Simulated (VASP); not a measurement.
# Y (P6_3/mmc) in VASP: further runs, part 2 of 2

VASP 6.6.1.

## 3. Relaxation of cell and atoms, PBEsol

This run uses another cell than the first one, of 33.01 Å³/atom.

The input, INCAR:

```
SYSTEM = Y
ALGO = Normal
EDIFF = 1E-7
EDIFFG = -0.01
ENCUT = 600
GGA = PS
IBRION = 2
ISIF = 3
ISMEAR = -1
LASPH = .True.
LCHARG = .False.
LREAL = .False.
LWAVE = .False.
NELM = 80
NSW = 80
PREC = Accurate
SIGMA = 0.1
```

The input, KPOINTS:

```
k-points
0
Gamma
  13 13 7
  0 0 0
```

The input, POSCAR:

```
Y
1.0
    3.6474000000      0.0000000000      0.0000000000
   -1.8237000000      3.1587400000      0.0000000000
    0.0000000000      0.0000000000      5.7306000000
Y
2
Direct
    0.3333333333      0.6666666667      0.2500000000
    0.6666666667      0.3333333333      0.7500000000
```

Potentials or basis: VASP PAW PBE potentials, release 64 (Y_sv).

Command:

```sh
$ cat potpaw_PBE.64/Y_sv/POTCAR > POTCAR
$ mpirun -np 1 vasp_std > vasp.out
```

OUTCAR:

```text
SYSTEM = Y
   EDIFF = 1E-7
   EDIFFG = -0.01
   ENCUT = 600
   GGA = PS
   IBRION = 2
   ISIF = 3
   ISMEAR = -1
   LASPH = .True.
   LREAL = .False.
   NELM = 80
   NSW = 80
   PREC = Accurate

 ion  position               nearest neighbor table
   1  0.333  0.667  0.250-   2 3.56   2 3.56   2 3.56   2 3.56   2 3.56   2 3.56
   2  0.667  0.333  0.750-   1 3.56   1 3.56   1 3.56   1 3.56   1 3.56   1 3.56

  LATTYP: Found a hexagonal cell.
 ALAT       =     3.6474000000
 C/A-ratio  =     1.5711465702

  Lattice vectors:

 A1 = (   3.6474000000,   0.0000000000,   0.0000000000)
 A2 = (  -1.8237000000,   3.1587400000,   0.0000000000)
 A3 = (   0.0000000000,   0.0000000000,   5.7306000000)

Analysis of symmetry for initial positions (statically):
=====================================================================
 Subroutine PRICEL returns:
 Original cell was already a primitive cell.

 Routine SETGRP: Setting up the symmetry group for a
 hexagonal supercell.

 Subroutine GETGRP returns: Found 24 space group operations
 (whereof 12 operations were pure point group operations)
 out of a pool of 24 trial point group operations.

The static configuration has the point symmetry D_3d.
 The point group associated with its full space group is D_6h.

Analysis of symmetry for dynamics (positions and initial velocities):
=====================================================================
 Subroutine PRICEL returns:
 Original cell was already a primitive cell.

 Routine SETGRP: Setting up the symmetry group for a
 hexagonal supercell.

 Subroutine GETGRP returns: Found 24 space group operations
 (whereof 12 operations were pure point group operations)
 out of a pool of 24 trial point group operations.

The dynamic configuration has the point symmetry D_3d.
 The point group associated with its full space group is D_6h.

 Subroutine INISYM returns: Found 24 space group operations
 (whereof 12 operations are pure point group operations),
 and found     1 'primitive' translations

----------------------------------------------------------------------------------------

                                     Primitive cell

  volume of cell :      66.0233

  direct lattice vectors                    reciprocal lattice vectors
     3.647400000  0.000000000  0.000000000     0.274167900  0.158290964  0.000000000
    -1.823700000  3.158740000  0.000000000     0.000000000  0.316581928  0.000000000
     0.000000000  0.000000000  5.730600000     0.000000000  0.000000000  0.174501797

  length of vectors
     3.647400000  3.647399084  5.730600000     0.316581849  0.316581928  0.174501797

  position of ions in fractional coordinates (direct lattice)
     0.333333333  0.666666667  0.250000000
     0.666666667  0.333333333  0.750000000

  ion indices of the primitive-cell ions
   primitive index   ion index
                 1           1
                 2           2

----------------------------------------------------------------------------------------

 KPOINTS: k-points

Automatic generation of k-mesh.
 Grid dimensions read from file:
 generate k-points for:   13   13    7

 Generating k-lattice:

[... 49 lines left out ...]
   NGX,Y,Z   is equivalent  to a cutoff of  13.67, 13.67, 13.92 a.u.
   NGXF,Y,Z  is equivalent  to a cutoff of  27.35, 27.35, 27.85 a.u.
 SYSTEM =  Y
   PREC   = accura    normal or accurate (medium, high low for compatibility)
   ISTART =      0    job   : 0-new  1-cont  2-samecut
   ICHARG =      2    charge: 1-file 2-atom 10-const
   ISPIN  =      1    spin polarized calculation?
   LNONCOLLINEAR =      F non collinear calculations
   LSORBIT =      F    spin-orbit coupling
   LASPH  =      T    aspherical Exc in radial PAW
   ENCUT  =  600.0 eV  44.10 Ry    6.64 a.u.   7.28  7.28 11.45*2*pi/ulx,y,z
   NELM   =     80;   NELMIN=  2; NELMDL= -5     # of ELM steps
   EDIFF  = 0.1E-06   stopping-criterion for ELM
   LREAL  =      F    real-space projection
   EDIFFG = -.1E-01   stopping-criterion for IOM
   NSW    =     80    number of steps for IOM
   IBRION =      2    ionic relax: 0-MD 1-quasi-New 2-CG
   NFREE  =      1    steps in history (QN), initial steepest desc. (CG)
   ISIF   =      3    stress and relaxation
   ISYM   =      2    0-nonsym 1-usesym 2-fastsym
   POTIM  = 0.5000    time-step for ionic-motion
   TEBEG  =    0.0;   TEEND  =   0.0 temperature during run
   PSTRESS=    0.0 pullay stress
   NELECT =      22.0000    total number of electrons
   NUPDOWN=      -1.0000    fix difference up-down
   EMIN   =  10.00;   EMAX   =-10.00  energy-range for DOS
   EFERMI =   0.00;   METHOD = LEGACY
   ISMEAR =    -1;   SIGMA  =   0.10  broadening in eV -4-tet -1-fermi 0-gaus
   EFERMI_NEDOS =   21; number of points for ismear=-14 and -15
   IALGO  =     38    algorithm
   IMIX   =      4    mixing-type and parameters
     AMIX     =   0.40;   BMIX     =  1.00
     AMIX_MAG =   1.60;   BMIX_MAG =  1.00
  volume/ion in A,a.u.               =      33.01       222.77
  Fermi-wavevector in a.u.,A,eV,Ry     =   1.134967  2.144777 17.526349  1.288150
  Thomas-Fermi vector in A             =   2.271671
   LORBIT       =      0    0 simple, 1 ext, 2 COOP (PROOUT), +10 PAW based schemes
   GGA     = PS    functional components
   LHFCALC =     F    Hartree Fock is set to
   AEXX    =    0.0000 exact exchange contribution
   IVDW    =     0    specifies the selected vdW correction
   LEPSILON=     F    determine dielectric tensor
   LRPA    =     F    only Hartree local field effects (RPA)
 conjugate gradient relaxation of ions
 non-spin polarized calculation
  energy-cutoff  :      600.00
  volume of cell :       66.02
 maximum number of plane-waves:      2237
 NGX is ok and might be reduce to    30
   NGX = 15   NGY = 15   NGZ = 23

--------------------------------------- Ionic step        1  -------------------------------------------

 number of electron      22.0000002 magnetization

 Free energy of the ion-electron system (eV)
  ---------------------------------------------------
  ext. energy  EPLUGINS =         0.00000000
  ---------------------------------------------------
  free energy    TOTEN  =       -13.67646482 eV

  energy without entropy =      -13.55277544  energy(sigma->0) =      -13.61462013

------------------------ aborting loop because EDIFF is reached ----------------------------------------

  FORCE on cell =-STRESS in cart. coord.  units (eV):
  Direction    XX          YY          ZZ          XY          YZ          ZX
  --------------------------------------------------------------------------------------
  -------------------------------------------------------------------------------------
  Total       -0.8043440     -0.8043434     -0.9621807      0.0000000      0.0000000      0.0000000
  in kB      -19.5188861    -19.5188730    -23.3490848      0.0000000      0.0000000      0.0000000
  external PRESSURE =     -20.7956146 kB  Pullay stress =       0.0000000 kB
[... 167 lines left out ...]
--------------------------------------- Ionic step        6  -------------------------------------------

 number of electron      21.9999999 magnetization

 Free energy of the ion-electron system (eV)
  ---------------------------------------------------
  ext. energy  EPLUGINS =         0.00000000
  ---------------------------------------------------
  free energy    TOTEN  =       -13.69989358 eV

  energy without entropy =      -13.58073563  energy(sigma->0) =      -13.64031460

 E-fermi :   3.1136     XC(G=0):  -9.7203

 val. band max:        3.1116795578   @ k =   0.3077   0.1538   0.4286
 cond. band min:       3.1141055320   @ k =   0.1538   0.0769   0.2857
 fundamental gap:      0.0024259743
 Fermi energy:         3.1136021020

 k-point     1 :       0.0000    0.0000    0.0000
  band No.  band energies     occupation
      1     -39.3632      2.00000
      2     -39.2707      2.00000
      3     -19.7306      2.00000
      4     -19.1641      2.00000
      5     -19.1641      2.00000
      6     -19.0572      2.00000
      7     -19.0572      2.00000
      8     -19.0193      2.00000
      9      -1.6596      2.00000
     10       1.1787      2.00000
     11       4.1959      0.00004
     12       4.8913      0.00000
     13       4.8913      0.00000
     14       5.2467      0.00000
[... 401 lines left out ...]
      2     -39.2703      2.00000
      3     -19.6566      2.00000
      4     -19.2501      2.00000
      5     -19.1898      2.00000
      6     -19.1794      2.00000
      7     -19.0758      2.00000
      8     -19.0572      2.00000
      9      -1.0120      2.00000
     10       1.5663      2.00000
     11       3.4857      0.04727
     12       4.0634      0.00015
     13       5.0457      0.00000
     14       5.1695      0.00000
     15       5.1769      0.00000

 [... further k-points ...]
[... 5 lines left out ...]
  --------------------------------------------------------------------------------------
  -------------------------------------------------------------------------------------
  Total       -0.0130013     -0.0130013     -0.0185625      0.0000000      0.0000000      0.0000000
  in kB       -0.3325183     -0.3325181     -0.4747509      0.0000000      0.0000000      0.0000000
  external PRESSURE =      -0.3799291 kB  Pullay stress =       0.0000000 kB
[... 17 lines left out ...]
  FREE ENERGIE OF THE ION-ELECTRON SYSTEM (eV)
  ---------------------------------------------------
  free  energy   TOTEN  =       -13.6998935764 eV

  energy  without entropy=      -13.5807356284  energy(sigma->0) =      -13.64031460

 reached required accuracy - stopping structural energy minimisation
```

OSZICAR:

```text
N       E                     dE             d eps       ncg     rms          rms(c)
DAV:   1     0.928020834686E+02    0.92802E+02   -0.12445E+04  2520   0.154E+03
DAV:   2    -0.652392906504E+01   -0.99326E+02   -0.98380E+02  3129   0.303E+02
DAV:   3    -0.139880329314E+02   -0.74641E+01   -0.74109E+01  4795   0.499E+01
[... 63 lines left out ...]
DAV:   2    -0.136999201565E+02    0.65556E-04   -0.15996E-04  2730   0.908E-02    0.291E-02
DAV:   3    -0.136998937015E+02    0.26455E-04   -0.75454E-05  3171   0.652E-02    0.181E-02
DAV:   4    -0.136998939112E+02   -0.20972E-06   -0.23429E-06  3073   0.113E-02    0.651E-03
DAV:   5    -0.136998935724E+02    0.33882E-06   -0.99502E-07  3360   0.759E-03    0.115E-03
DAV:   6    -0.136998935764E+02   -0.40322E-08   -0.30135E-08  1323   0.136E-03
   6 F= -.13699894E+02 E0= -.13640315E+02  d E =-.535554E-04
```

Run time: 14 min. Hardware: 1 thread of AMD EPYC 7R13, shared host; peak memory 0.25 GiB.

What came out:

```yaml
Free_energy: -13.6999 eV
Relaxed_volume: 31.32 Å³/atom
Relaxed_cell: a = 3.591 Å, b = 3.591 Å, c = 5.610 Å, α = 90.00°, β = 90.00°, γ = 120.00°
Space_group_after_relaxing_to_0.1_Å: P6_3/mmc (No. 194)
Energy_gained_by_relaxing: 11.7 meV/atom
Ionic_steps: 6
Pressure_after_relaxing: 0.0 GPa
Band_gap_on_the_k_mesh: zero (bands 11 and 12 overlap by 1.54 eV)
```

Step by step:
```tsv
step	energy change (eV)	largest force (eV/Å)	pressure (GPa)	volume (Å³)
1	0.0000	0.0000	-2.08	66.02
2	-0.0227	0.0000	0.39	62.01
3	-0.0234	0.0000	0.01	62.57
4	-0.0234	0.0000	-0.05	62.64
5	-0.0234	0.0000	-0.04	62.64
6	-0.0234	0.0000	-0.04	62.64
```

Final structure:
```cif
data_structure
_symmetry_space_group_name_H-M 'P 1'
_symmetry_Int_Tables_number 1
_cell_length_a 3.5909
_cell_length_b 3.5909
_cell_length_c 5.6097
_cell_angle_alpha 90.000
_cell_angle_beta 90.000
_cell_angle_gamma 120.000
_cell_volume 62.64
loop_
_atom_site_label
_atom_site_type_symbol
_atom_site_fract_x
_atom_site_fract_y
_atom_site_fract_z
_atom_site_occupancy
Y1 Y 0.33333 0.66667 0.25000 1
Y2 Y 0.66667 0.33333 0.75000 1
```

Levels at points of the mesh, in eV from the Fermi level:
```tsv
k point	band 7	band 8	band 9	band 10	band 11	band 12	band 13	band 14	band 15
(0.00, 0.00, 0.00)	-22.17	-22.13	-4.77	-1.93	1.08	1.78	1.78	2.13	2.43
```

Caveat: the PAW data sets were made with another functional, which shifts forces and pressure a little.
